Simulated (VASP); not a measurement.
# Al3Cl in VASP: further runs

Runs on Al3Cl. Level: PBE. Tasks: relaxation of the atoms.

Everything below comes from runs of VASP 6.6.1. Logs are shortened: lines on timing, memory, paths and dates and some standing lists are left out, and cuts for length are marked.

## Step 1: The cell of the first run

The cell holds a slab with vacuum, 4 atoms: a = 2.857 Å, b = 2.857 Å, c = 19.675 Å, α = 90.00°, β = 90.00°, γ = 90.00°.

## Step 2: Relaxation of the atoms, PBE

INCAR

```
SYSTEM = Al3Cl
  PREC = Accurate
  ENCUT = 450
  EDIFF = 1E-7
  ISMEAR = 0
  SIGMA = 0.1
  LREAL = .FALSE.
  LASPH = .TRUE.
  NELM = 120
  ALGO = Normal
  ISIF = 2
  LWAVE = .FALSE.
  LCHARG = .FALSE.
  LDIPOL = .TRUE.
  IDIPOL = 3
  DIPOL = 0.5 0.5 0.357
  GGA = PE
  IBRION = 2
  NSW = 36
  EDIFFG = -0.025
  GGA_COMPAT = .FALSE.
  NELMIN = 4
  NELMDL = -8
```

KPOINTS

```
Automatic mesh
0
G
  9 9 1
  0 0 0
```

POSCAR

```
Al3Cl
1.0
    2.8567582918      0.0000000000      0.0000000000
    0.0000000000      2.8567582918      0.0000000000
    0.0000000000      0.0000000000     19.6746954375
Al Cl
3 1
Selective dynamics
Direct
    0.5000000000      0.5000000000      0.2033068320  F F F
    0.0000000000      0.0000000000      0.3092728611  F F F
    0.5000000000      0.5000000000      0.4154928580  F F F
    0.8333333333      0.8333333333      0.4999757726  F F T
```

Potentials or basis: VASP PAW PBE potentials, release 64 (Al, Cl).

The run is started by

```
$ cat potpaw_PBE.64/Al/POTCAR potpaw_PBE.64/Cl/POTCAR > POTCAR
$ mpirun -np 1 vasp_std > vasp.out
```

OUTCAR:

```text
SYSTEM = Al3Cl
   PREC = Accurate
   ENCUT = 450
   EDIFF = 1E-7
   ISMEAR = 0
   LREAL = .FALSE.
   LASPH = .TRUE.
   NELM = 120
   ISIF = 2
   GGA = PE
   IBRION = 2
   NSW = 36
   EDIFFG = -0.025
   NELMIN = 4
   NELMDL = -8

 ion  position               nearest neighbor table
   1  0.500  0.500  0.203-   2 2.90   2 2.90   2 2.90   2 2.90
   2  0.000  0.000  0.309-   1 2.90   1 2.90   1 2.90   1 2.90   3 2.91   3 2.91   3 2.91   3 2.91

   3  0.500  0.500  0.415-   4 2.14   4 2.70   4 2.70   2 2.91   2 2.91   2 2.91   2 2.91
   4  0.833  0.833  0.500-   3 2.14   3 2.70   3 2.70

  LATTYP: Found a simple tetragonal cell.
 ALAT       =     2.8567582918
 C/A-ratio  =     6.8870703881

  Lattice vectors:

 A1 = (   2.8567582918,   0.0000000000,   0.0000000000)
 A2 = (   0.0000000000,   2.8567582918,   0.0000000000)
 A3 = (   0.0000000000,   0.0000000000,  19.6746954375)

Analysis of symmetry for initial positions (statically):
=====================================================================
 Subroutine PRICEL returns:
 Original cell was already a primitive cell.

 Routine SETGRP: Setting up the symmetry group for a
 simple tetragonal supercell.

 Subroutine GETGRP returns: Found  2 space group operations
 (whereof  2 operations were pure point group operations)
 out of a pool of 16 trial point group operations.

The static configuration has the point symmetry C_1h.

Analysis of symmetry for dynamics (positions and initial velocities):
=====================================================================
 Subroutine PRICEL returns:
 Original cell was already a primitive cell.

 Routine SETGRP: Setting up the symmetry group for a
 simple tetragonal supercell.

 Subroutine GETGRP returns: Found  2 space group operations
 (whereof  2 operations were pure point group operations)
 out of a pool of 16 trial point group operations.

The dynamic configuration has the point symmetry C_1h.

Analysis of constrained symmetry for selective dynamics:
=====================================================================
 Subroutine PRICEL returns:
 Original cell was already a primitive cell.

 Routine SETGRP: Setting up the symmetry group for a
 simple tetragonal supercell.

 Subroutine GETGRP returns: Found  2 space group operations
 (whereof  2 operations were pure point group operations)
 out of a pool of 16 trial point group operations.

The constrained configuration has the point symmetry C_1h.

 Subroutine INISYM returns: Found  2 space group operations
 (whereof  2 operations are pure point group operations),
 and found     1 'primitive' translations

----------------------------------------------------------------------------------------

                                     Primitive cell

  volume of cell :     160.5665

  direct lattice vectors                    reciprocal lattice vectors
     2.856758292  0.000000000  0.000000000     0.350047116  0.000000000  0.000000000
     0.000000000  2.856758292  0.000000000     0.000000000  0.350047116  0.000000000
     0.000000000  0.000000000 19.674695437     0.000000000  0.000000000  0.050826708

  length of vectors
     2.856758292  2.856758292 19.674695437     0.350047116  0.350047116  0.050826708

  position of ions in fractional coordinates (direct lattice)
     0.500000000  0.500000000  0.203306832
     0.000000000  0.000000000  0.309272861
     0.500000000  0.500000000  0.415492858
     0.833333333  0.833333333  0.499975773

  ion indices of the primitive-cell ions
   primitive index   ion index
                 1           1
                 2           2
                 3           3
                 4           4

----------------------------------------------------------------------------------------

 KPOINTS: Automatic mesh

Automatic generation of k-mesh.
 Grid dimensions read from file:
 generate k-points for:    9    9    1

 Generating k-lattice:

  Cartesian coordinates                     Fractional coordinates (reciprocal lattice)
     0.038894124  0.000000000  0.000000000     0.111111111  0.000000000  0.000000000
     0.000000000  0.038894124  0.000000000     0.000000000  0.111111111  0.000000000
     0.000000000  0.000000000  0.050826708     0.000000000  0.000000000  1.000000000

  Length of vectors
     0.038894124  0.038894124  0.050826708

  Shift w.r.t. Gamma in fractional coordinates (k-lattice)
     0.000000000  0.000000000  0.000000000

 Subroutine IBZKPT returns following result:
 ===========================================

 Found     25 irreducible k-points:

 Following reciprocal coordinates:
            Coordinates               Weight
  0.000000  0.000000  0.000000      1.000000
  0.111111  0.000000  0.000000      4.000000
  0.222222  0.000000  0.000000      4.000000
  0.333333  0.000000  0.000000      4.000000
  0.444444  0.000000  0.000000      4.000000
  0.111111  0.111111  0.000000      2.000000
[... 16 lines left out ...]
 -0.333333  0.444444  0.000000      4.000000
  0.444444  0.444444  0.000000      2.000000
   k-points           NKPTS =     25   k-points in BZ     NKDIM =     25   number of bands    NBANDS=     12
   number of dos      NEDOS =    301   number of ions     NIONS =      4
   total plane-waves  NPLWV =  56000
   dimension x,y,z NGX =    20 NGY =   20 NGZ =  140
   dimension x,y,z NGXF=    40 NGYF=   40 NGZF=  280
   ions per type =               3   1
   NGX,Y,Z   is equivalent  to a cutoff of  11.64, 11.64, 11.83 a.u.
   NGXF,Y,Z  is equivalent  to a cutoff of  23.28, 23.28, 23.66 a.u.
 SYSTEM =  Al3Cl
   PREC   = accura    normal or accurate (medium, high low for compatibility)
   ISTART =      0    job   : 0-new  1-cont  2-samecut
   ICHARG =      2    charge: 1-file 2-atom 10-const
   ISPIN  =      1    spin polarized calculation?
   LNONCOLLINEAR =      F non collinear calculations
   LSORBIT =      F    spin-orbit coupling
   LASPH  =      T    aspherical Exc in radial PAW
   ENCUT  =  450.0 eV  33.07 Ry    5.75 a.u.   4.94  4.94 34.03*2*pi/ulx,y,z
   NELM   =    120;   NELMIN=  4; NELMDL= -8     # of ELM steps
   EDIFF  = 0.1E-06   stopping-criterion for ELM
   LREAL  =      F    real-space projection
   EDIFFG = -.3E-01   stopping-criterion for IOM
   NSW    =     36    number of steps for IOM
   IBRION =      2    ionic relax: 0-MD 1-quasi-New 2-CG
   NFREE  =      1    steps in history (QN), initial steepest desc. (CG)
   ISIF   =      2    stress and relaxation
   ISYM   =      2    0-nonsym 1-usesym 2-fastsym
   POTIM  = 0.5000    time-step for ionic-motion
   TEBEG  =    0.0;   TEEND  =   0.0 temperature during run
   PSTRESS=    0.0 pullay stress
   NELECT =      16.0000    total number of electrons
   NUPDOWN=      -1.0000    fix difference up-down
   EMIN   =  10.00;   EMAX   =-10.00  energy-range for DOS
   EFERMI =   0.00;   METHOD = LEGACY
   ISMEAR =     0;   SIGMA  =   0.10  broadening in eV -4-tet -1-fermi 0-gaus
   EFERMI_NEDOS =   21; number of points for ismear=-14 and -15
   IALGO  =     38    algorithm
   IMIX   =      4    mixing-type and parameters
     AMIX     =   0.40;   BMIX     =  1.00
     AMIX_MAG =   1.60;   BMIX_MAG =  1.00
  volume/ion in A,a.u.               =      40.14       270.89
  Fermi-wavevector in a.u.,A,eV,Ry     =   0.758979  1.434263  7.837626  0.576049
  Thomas-Fermi vector in A             =   1.857671
   LORBIT       =      0    0 simple, 1 ext, 2 COOP (PROOUT), +10 PAW based schemes
   GGA     = PE    functional components
   LHFCALC =     F    Hartree Fock is set to
   AEXX    =    0.0000 exact exchange contribution
   IVDW    =     0    specifies the selected vdW correction
   LEPSILON=     F    determine dielectric tensor
   LRPA    =     F    only Hartree local field effects (RPA)
 conjugate gradient relaxation of ions
 non-spin polarized calculation
 Gauss-broadening in eV      SIGMA  =   0.10
  energy-cutoff  :      450.00
  volume of cell :      160.57
 maximum number of plane-waves:      3502
   NGX =  9   NGY =  9   NGZ = 69

 dipolmoment           0.000000      0.000000     -0.004898 electrons x Angstroem

--------------------------------------- Ionic step        1  -------------------------------------------

 number of electron      16.0000000 magnetization

 Free energy of the ion-electron system (eV)
  ---------------------------------------------------
  ext. energy  EPLUGINS =         0.00000000
  ---------------------------------------------------
  free energy    TOTEN  =       -13.07779512 eV

  energy without entropy =      -13.07147434  energy(sigma->0) =      -13.07463473

------------------------ aborting loop because EDIFF is reached ----------------------------------------

  FORCE on cell =-STRESS in cart. coord.  units (eV):
  Direction    XX          YY          ZZ          XY          YZ          ZX
  --------------------------------------------------------------------------------------
  -------------------------------------------------------------------------------------
  Total        3.2831164      3.2831164      1.3226635      0.6049924      0.5618834      0.5618832
  in kB       32.7598459     32.7598459     13.1979032      6.0367819      5.6066283      5.6066264
  external PRESSURE =      26.2391984 kB  Pullay stress =       0.0000000 kB
[... 63 lines left out ...]
--------------------------------------- Ionic step        3  -------------------------------------------

 number of electron      16.0000003 magnetization

 dipolmoment           0.000000      0.000000      0.028373 electrons x Angstroem

 Free energy of the ion-electron system (eV)
  ---------------------------------------------------
  ext. energy  EPLUGINS =         0.00000000
  ---------------------------------------------------
  free energy    TOTEN  =       -13.12657005 eV

  energy without entropy =      -13.11893771  energy(sigma->0) =      -13.12275388

 E-fermi :   0.6673     XC(G=0):  -5.0183

 val. band max:        0.6103985801   @ k =  -0.4444   0.4444   0.0000
 cond. band min:       0.7084147804   @ k =   0.4444   0.4444   0.0000
 fundamental gap:      0.0980162004
 Fermi energy:         0.6672723301

 k-point     1 :       0.0000    0.0000    0.0000
  band No.  band energies     occupation
      1     -16.9760      2.00000
      2      -9.7227      2.00000
      3      -7.8512      2.00000
      4      -5.5371      2.00000
      5      -2.7219      2.00000
      6      -1.3892      2.00000
      7      -1.2818      2.00000
      8       0.9942      0.00000
      9       3.8576      0.00000
     10       5.0629      0.00000
     11       5.1280      0.00000
     12       6.0068      0.00000
[... 331 lines left out ...]
 k-point    24 :       0.4444    0.4444    0.0000
  band No.  band energies     occupation
      1     -14.6060      2.00000
      2      -5.7161      2.00000
      3      -5.4458      2.00000
      4      -3.7707      2.00000
      5      -2.5583      2.00000
      6      -1.3613      2.00000
      7      -0.5005      2.00000
      8       0.0956      2.00000
      9       0.7084      0.56067
     10       1.2485      0.00000
     11       1.7629      0.00000
     12       2.7952      0.00000

 [... further k-points ...]

------------------------ aborting loop because EDIFF is reached ----------------------------------------

 vacuum level on the upper side and lower side of the slab       (xc-potential included)         0.178        -0.454

  FORCE on cell =-STRESS in cart. coord.  units (eV):
  Direction    XX          YY          ZZ          XY          YZ          ZX
  --------------------------------------------------------------------------------------
  -------------------------------------------------------------------------------------
  Total        3.0117381      3.0117381     -0.4994162      0.3735385      0.0923655      0.0923653
  in kB       30.0519579     30.0519579     -4.9833132      3.7272708      0.9216486      0.9216470
  external PRESSURE =      18.3735342 kB  Pullay stress =       0.0000000 kB
[... 19 lines left out ...]
  FREE ENERGIE OF THE ION-ELECTRON SYSTEM (eV)
  ---------------------------------------------------
  free  energy   TOTEN  =       -13.1265700508 eV

  energy  without entropy=      -13.1189377102  energy(sigma->0) =      -13.12275388

 reached required accuracy - stopping structural energy minimisation

 vacuum level on the upper side and lower side of the slab         5.311         4.638
```

Run time: 3.7 min. Hardware: 1 thread of Intel Xeon 8259CL, shared host; peak memory 0.24 GiB.

What came out:

* Free energy: -13.1266 eV
* Energy gained by relaxing: 12.2 meV/atom
* Ionic steps: 3
* Band gap on the k mesh: zero (bands 8 and 9 overlap by 1.38 eV)

The path:
| step | energy change (eV) | largest force on free atoms (eV/Å) | pressure (GPa) |
| --- | --- | --- | --- |
| 1 | 0.0000 | 1.0537 | 2.62 |
| 2 | -0.0384 | 0.4674 | 2.19 |
| 3 | -0.0488 | 0.0029 | 1.84 |

Final structure:
```
CELL_PARAMETERS angstrom
2.85676 0.00000 0.00000
0.00000 2.85676 0.00000
0.00000 0.00000 19.67470
ATOMIC_POSITIONS crystal
Al 0.50000 0.50000 0.20331
Al 0.00000 0.00000 0.30927
Al 0.50000 0.50000 0.41549
Cl 0.83333 0.83333 0.50488
```

## Step 3: Relaxation of the atoms, PBE

INCAR

```
ALGO = Normal
DIPOL = 0.5 0.5 0.361
EDIFF = 1E-7
EDIFFG = -0.025
ENCUT = 450
GGA = PE
GGA_COMPAT = False
IBRION = 2
IDIPOL = 3
ISIF = 2
ISMEAR = 0
LASPH = True
LCHARG = False
LDIPOL = True
LREAL = False
LWAVE = False
NELM = 120
NELMDL = -8
NELMIN = 4
NSW = 36
PREC = Accurate
SIGMA = 0.1
```

KPOINTS

```
k-points
0
Gamma
  9 9 1
```

Edit POSCAR of step 2 so:

```diff
@@ -12,2 +12,2 @@
     0.5000000000      0.5000000000      0.4154928580  F F F
-    0.8333333333      0.8333333333      0.4999757726  F F T
+    0.6666666667      0.6666666667      0.5177658432  F F T
```

Potentials or basis: VASP PAW PBE potentials, release 64 (Al, Cl).

The run is started by

```
$ cat potpaw_PBE.64/Al/POTCAR potpaw_PBE.64/Cl/POTCAR > POTCAR
$ mpirun -np 1 vasp_std > vasp.out
```

It took 2.3 min on 1 thread of Intel Xeon 8259CL, shared host; peak memory 0.24 GiB.

The run converged. Its results:

| Item | Value |
| --- | --- |
| Free energy | -13.0078 eV |
| Energy gained by relaxing | 0.7 meV/atom |
| Ionic steps | 3 |
| Band gap on the k mesh | zero (bands 8 and 9 overlap by 0.91 eV) |

The path:
```
step  energy change (eV)  largest force on free atoms (eV/Å)  pressure (GPa)
   1              0.0000                              0.2349            1.82
   2             -0.0020                              0.1191            1.93
   3             -0.0026                              0.0006            2.04
```

Final structure:
```
Al Cl
1.0
     2.85676    0.00000    0.00000
     0.00000    2.85676    0.00000
     0.00000    0.00000   19.67470
Al Cl
3 1
Direct
  0.50000 0.50000 0.20331
  0.00000 0.00000 0.30927
  0.50000 0.50000 0.41549
  0.66667 0.66667 0.51668
```

Levels at points of the mesh, in eV from the Fermi level:
```
           k point  band 5  band 6  band 7  band 8  band 9  band 10  band 11  band 12
(0.00, 0.00, 0.00)   -3.56   -0.82   -0.76    0.03    3.18     4.68     5.06     5.90
```
